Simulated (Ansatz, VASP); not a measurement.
**One calculation of Sb, two programs**

Contents of INCAR:

```
SYSTEM = Sb
PREC = Accurate
ENCUT = 520
EDIFF = 1E-6
ISMEAR = -1
SIGMA = 0.05
LREAL = .False.
LASPH = .True.
NELM = 60
ALGO = Normal
ISIF = 2
LWAVE = .False.
LCHARG = .False.
GGA = PS
NBANDS = 12
```

The input KPOINTS:

```
Automatic mesh
0
Gamma
  12 12 7
  0 0 0
```

File POSCAR:

```
Sb
1.0
    3.3690001795     -0.0168450009     -0.0168450009
   -1.6990882885      2.9260622412     -0.0061656983
   -0.0266500000     -0.0266500000      5.3300000000
Sb
2
Direct
    0.3333333333      0.6666666667      0.2500000000
    0.6666666667      0.3333333333      0.7500000000
```

Input for Ansatz:

```yaml
crystal:
  lattice:
    - [3.3690001795, -0.0168450009, -0.0168450009]
    - [-1.6990882885, 2.9260622412, -0.0061656983]
    - [-0.02665, -0.02665, 5.33]
  atoms:
    - { symbol: Sb, position: [0.3333333333, 0.6666666667, 0.25] }
    - { symbol: Sb, position: [0.6666666667, 0.3333333333, 0.75] }
kpoints:
  mp_grid: { grid: [12, 12, 7] }
  band_path:
    path:
      - [0.0, 0.0, 0.0]
      - [0.0, 0.0, 0.5]
      - [-0.5, 0.5, 0.0]
      - [0.0, 0.0, 0.0]
      - [0.0, -0.5, 0.0]
      - [-0.5, 0.0, 0.5]
      - [0.0, 0.0, 0.0]
      - [-0.5, 0.0, 0.0]
      - [0.0, -0.5, 0.5]
    npoints: 5
scf:
  occupations: { method: fermi_dirac, width: 0.05 }
hamiltonian:
  xc: pbesol
  pseudopotentials: { kind: all_electron, lapw: { basis_error: 0.0005 } }
output:
  forces: true
  stress: true
  eigenvalues: true
```

Change from the starting cell: equal xy, yz and zx shear strains of -1 %.

Alike in both runs: task single point; functional PBEsol; k mesh 12 × 12 × 7; occupations fermi-dirac, width 0.05 eV; no spin polarisation.

|  | VASP | Ansatz |
| --- | --- | --- |
| version | VASP 6.6.1 | Ansatz 0.2.0 |
| potentials or method | VASP PAW PBE potentials, release 64 (Sb), cutoff 520 eV | all-electron LAPW, scalar-relativistic |

VASP gave:

```
pressure (GPa)                                                : -0.2
traceless stress, the component that is largest in VASP (GPa) : -0.79
rms of the force components (eV/Å)                            : 0.009
```

Q: Estimate Ansatz's values.

A: Pressure (GPa): -0.1; traceless stress, the component that is largest in VASP (GPa): -0.79; rms of the force components (eV/Å): 0.009.

VASP's potentials were made for PBE, not for PBEsol. Atom by atom the forces differ by 0.000 eV/Å (rms over components). Ansatz ran all-electron here, and VASP with PAW potentials.

Neither program's run includes spin-orbit coupling.
